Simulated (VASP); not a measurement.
# Hg (Im-3m) in VASP: notebook, part 2 of 2

VASP 6.6.1.

## 5. Relaxation of cell and atoms, PBEsol

INCAR reads:

```
SYSTEM = Hg
ALGO     = Normal         ! electronic algorithm
EDIFF    = 1E-7           ! SCF threshold, eV
EDIFFG   = -0.005         ! ionic threshold
ENCUT    = 600            ! plane-wave cutoff, eV
GGA      = PS             ! functional
IBRION   = 2              ! ionic algorithm
ISIF     = 3              ! what is computed and relaxed
ISMEAR   = -1             ! smearing method
LASPH    = .True.         ! aspherical terms in the spheres
LCHARG   = .False.        ! write CHGCAR
LREAL    = .False.        ! projectors in reciprocal space
LWAVE    = .False.        ! write WAVECAR
NELM     = 100            ! most SCF steps
NSW      = 60             ! ionic steps
PREC     = Accurate       ! precision mode
SIGMA    = 0.08           ! smearing width, eV
```

KPOINTS reads:

```
k-points
0
Gamma
  15 15 15
  0 0 0
```

POSCAR reads:

```
Hg
1.0
   -1.8143908132      1.8143908132      1.8143908132
    1.8143908132     -1.8143908132      1.8143908132
    1.8143908132      1.8143908132     -1.8143908132
Hg
1
Direct
    0.0000000000      0.0000000000      0.0000000000
```

Potentials or basis: VASP PAW PBE potentials, release 64 (Hg).

The run is started by

```sh
cat potpaw_PBE.64/Hg/POTCAR > POTCAR
mpirun -np 1 vasp_std > vasp.out
```

OUTCAR:

```text
SYSTEM = Hg
   EDIFF = 1E-7
   EDIFFG = -0.005
   ENCUT = 600
   GGA = PS
   IBRION = 2
   ISIF = 3
   ISMEAR = -1
   LASPH = .True.
   LREAL = .False.
   NELM = 100
   NSW = 60
   PREC = Accurate

 ion  position               nearest neighbor table
   1  0.000  0.000  0.000-

  LATTYP: Found a body centered cubic cell.
 ALAT       =     3.6287816264

  Lattice vectors:

 A1 = (  -1.8143908132,   1.8143908132,   1.8143908132)
 A2 = (   1.8143908132,  -1.8143908132,   1.8143908132)
 A3 = (   1.8143908132,   1.8143908132,  -1.8143908132)

Analysis of symmetry for initial positions (statically):
=====================================================================
 Subroutine PRICEL returns:
 Original cell was already a primitive cell.

 Routine SETGRP: Setting up the symmetry group for a
 body centered cubic supercell.

 Subroutine GETGRP returns: Found 48 space group operations
 (whereof 48 operations were pure point group operations)
 out of a pool of 48 trial point group operations.

The static configuration has the point symmetry O_h .

Analysis of symmetry for dynamics (positions and initial velocities):
=====================================================================
 Subroutine PRICEL returns:
 Original cell was already a primitive cell.

 Routine SETGRP: Setting up the symmetry group for a
 body centered cubic supercell.

 Subroutine GETGRP returns: Found 48 space group operations
 (whereof 48 operations were pure point group operations)
 out of a pool of 48 trial point group operations.

The dynamic configuration has the point symmetry O_h .

 Subroutine INISYM returns: Found 48 space group operations
 (whereof 48 operations are pure point group operations),
 and found     1 'primitive' translations

[... 126 lines left out ...]
  volume of cell :       23.89
 maximum number of plane-waves:       809
 NGX is ok and might be reduce to    28

--------------------------------------- Ionic step        1  -------------------------------------------

 number of electron      12.0000000 magnetization

 Free energy of the ion-electron system (eV)
  ---------------------------------------------------
  ext. energy  EPLUGINS =         0.00000000
  ---------------------------------------------------
  free energy    TOTEN  =        -0.55435749 eV

  energy without entropy =       -0.54733521  energy(sigma->0) =       -0.55084635

------------------------ aborting loop because EDIFF is reached ----------------------------------------

  FORCE on cell =-STRESS in cart. coord.  units (eV):
  Direction    XX          YY          ZZ          XY          YZ          ZX
  --------------------------------------------------------------------------------------
  -------------------------------------------------------------------------------------
  Total        0.0536369      0.0536369      0.0536369     -0.0000000     -0.0000000      0.0000000
  in kB        3.5968473      3.5968473      3.5968473     -0.0000000     -0.0000000      0.0000000
  external PRESSURE =       3.5968473 kB  Pullay stress =       0.0000000 kB
[... 57 lines left out ...]
--------------------------------------- Ionic step        3  -------------------------------------------

 number of electron      12.0000000 magnetization

 Free energy of the ion-electron system (eV)
  ---------------------------------------------------
  ext. energy  EPLUGINS =         0.00000000
  ---------------------------------------------------
  free energy    TOTEN  =        -0.55463341 eV

  energy without entropy =       -0.54747670  energy(sigma->0) =       -0.55105506

 E-fermi :   2.2968     XC(G=0): -10.9280

 val. band max:        2.2694925505   @ k =   0.4000   0.0667   0.0667
 cond. band min:       2.3094985578   @ k =  -0.4667  -0.4667   0.1333
 fundamental gap:      0.0400060073
 Fermi energy:         2.2967501548

 k-point     1 :       0.0000    0.0000    0.0000
  band No.  band energies     occupation
      1      -6.5317      2.00000
      2      -4.6254      2.00000
      3      -4.6254      2.00000
      4      -4.6254      2.00000
      5      -3.7577      2.00000
      6      -3.7577      2.00000
      7      17.4299      0.00000
      8      17.4299      0.00000
      9      17.4299      0.00000
     10      18.3621      0.00000
[... 287 lines left out ...]
 k-point    24 :       0.4000    0.2000    0.0000
  band No.  band energies     occupation
      1      -5.1808      2.00000
      2      -4.8359      2.00000
      3      -4.0165      2.00000
      4      -3.8143      2.00000
      5      -3.4814      2.00000
      6       1.2959      1.99999
      7       2.4548      0.24351
      8       7.5930      0.00000
      9      12.1862      0.00000
     10      18.2654      0.00000

 [... further k-points ...]

------------------------ aborting loop because EDIFF is reached ----------------------------------------

  FORCE on cell =-STRESS in cart. coord.  units (eV):
  Direction    XX          YY          ZZ          XY          YZ          ZX
  --------------------------------------------------------------------------------------
  -------------------------------------------------------------------------------------
  Total        0.0004934      0.0004934      0.0004934     -0.0000000      0.0000000      0.0000000
  in kB        0.0327528      0.0327528      0.0327528     -0.0000000      0.0000000      0.0000000
  external PRESSURE =       0.0327528 kB  Pullay stress =       0.0000000 kB
[... 16 lines left out ...]
  FREE ENERGIE OF THE ION-ELECTRON SYSTEM (eV)
  ---------------------------------------------------
  free  energy   TOTEN  =        -0.5546334117 eV

  energy  without entropy=       -0.5474766992  energy(sigma->0) =       -0.55105506

 reached required accuracy - stopping structural energy minimisation
```

OSZICAR:

```text
N       E                     dE             d eps       ncg     rms          rms(c)
DAV:   1     0.748042813748E+02    0.74804E+02   -0.73339E+03  2528   0.130E+03
DAV:   2     0.525714871445E+00   -0.74279E+02   -0.70415E+02  2456   0.259E+02
DAV:   3    -0.602092275308E+00   -0.11278E+01   -0.11269E+01  2764   0.385E+01
[... 18 lines left out ...]
DAV:   1    -0.555553981387E+00   -0.93743E-03   -0.18806E-02  2590   0.186E+00    0.213E-01
DAV:   2    -0.554699691296E+00    0.85429E-03   -0.25684E-03  2556   0.696E-01    0.676E-02
DAV:   3    -0.554642451467E+00    0.57240E-04   -0.17535E-04  2608   0.158E-01    0.618E-02
DAV:   4    -0.554633505001E+00    0.89465E-05   -0.80919E-06  2508   0.328E-02    0.143E-03
DAV:   5    -0.554633411690E+00    0.93311E-07   -0.29985E-07  2140   0.613E-03
   3 F= -.55463341E+00 E0= -.55105506E+00  d E =-.275920E-03
```

Wall time 92 s (1 thread of Intel Xeon 8259CL, shared host); peak memory 0.19 GiB.

What came out:

* Free energy: -0.5546 eV
* Relaxed volume: 24.14 Å³/atom
* Relaxed cell: a = 3.153 Å, b = 3.153 Å, c = 3.153 Å, α = 109.47°, β = 109.47°, γ = 109.47°
* Space group after relaxing (to 0.1 Å): Im-3m (No. 229)
* Energy gained by relaxing: 0.3 meV/atom
* Ionic steps: 3
* Pressure after relaxing: 0.0 GPa
* Band gap on the k mesh: zero (bands 6 and 7 overlap by 3.42 eV)

Step by step:
```
step  energy change (eV)  largest force (eV/Å)  pressure (GPa)  volume (Å³)
   1              0.0000                0.0000            0.36        23.89
   2             -0.0003                0.0000            0.09        24.08
   3             -0.0003                0.0000            0.00        24.14
```

Final structure:
```xyz
1
Lattice="-1.8206 1.8206 1.8206 1.8206 -1.8206 1.8206 1.8206 1.8206 -1.8206" Properties=species:S:1:pos:R:3 pbc="T T T"
Hg    0.0000    0.0000    0.0000
```

Caveat: the PAW data sets were made with another functional, which shifts forces and pressure a little; spin-orbit coupling is left out, which moves the levels of the heavy elements.

## 6. Single point, PBEsol (10.75 Å³/atom)

This run uses another cell than the first one, of 10.75 Å³/atom.

INCAR reads:

```
SYSTEM = Hg
PREC = Accurate
ENCUT = 520
EDIFF = 1E-6
ISMEAR = -1
SIGMA = 0.08
LREAL = .FALSE.
LASPH = .TRUE.
NELM = 100
ALGO = Normal
ISIF = 2
LWAVE = .FALSE.
LCHARG = .FALSE.
GGA = PS
NBANDS = 12
```

KPOINTS reads:

```
regular mesh
0
G
  15 15 15
  0 0 0
```

POSCAR reads:

```
Hg
1.0
   -1.3903847942      1.3903847942      1.3903847942
    1.3903847942     -1.3903847942      1.3903847942
    1.3903847942      1.3903847942     -1.3903847942
Hg
1
Direct
    0.0000000000      0.0000000000      0.0000000000
```

Potentials or basis: VASP PAW PBE potentials, release 64 (Hg).

The run is started by

```sh
cat potpaw_PBE.64/Hg/POTCAR > POTCAR
mpirun -np 1 vasp_std > vasp.out
```

Wall time 20 s (1 thread of Intel Xeon 8259CL, shared host); peak memory 0.13 GiB.

Results (log left out):

| Item | Value |
| --- | --- |
| Free energy | 6.2785 eV |
| Pressure | 408.2 GPa |
| Band gap on the k mesh | zero (bands 6 and 7 overlap by 1.82 eV) |

Levels at points of the mesh, in eV from the Fermi level:
```
           k point  band 2  band 3  band 4  band 5  band 6  band 7  band 8  band 9  band 10  band 11
(0.00, 0.00, 0.00)  -14.81  -14.81  -14.81  -11.26  -11.26   13.62   13.62   13.62    25.45    25.45
```

Caveat: the cell stands under pressure; the PAW data sets were made with another functional, which shifts forces and pressure a little; spin-orbit coupling is left out, which moves the levels of the heavy elements.

## 7. The runs side by side

| task | cell | cutoff (eV) | smearing | gap on the mesh (eV) | pressure (GPa) |
| --- | --- | --- | --- | --- | --- |
| single point | a = 3.143 Å, angles 109.5°, 1 atom | 520 | fermi-dirac 0.08 eV | none | 0.3 |
| single point | a = 3.143 Å, angles 109.5°, 1 atom | 520 | tetrahedron | none | 0.7 |
| relaxation of cell and atoms | relaxed from a = 3.143 Å, angles 109.5°, 1 atom | 600 | fermi-dirac 0.08 eV | none | 0.0 |
| single point | a = 2.408 Å, angles 109.5°, 1 atom | 520 | fermi-dirac 0.08 eV | none | 408.2 |

Alike in all rows: level PBEsol; potentials or basis VASP PAW PBE potentials, release 64 (Hg); no spin polarisation; k mesh 15 × 15 × 15.

Caveats: the PAW data sets were made with another functional, which shifts forces and pressure a little; spin-orbit coupling is left out, which moves the levels of the heavy elements; the cell stands under pressure (at least some runs).

Total energies depend on the potentials used, so only differences within one code and one set of settings carry meaning.
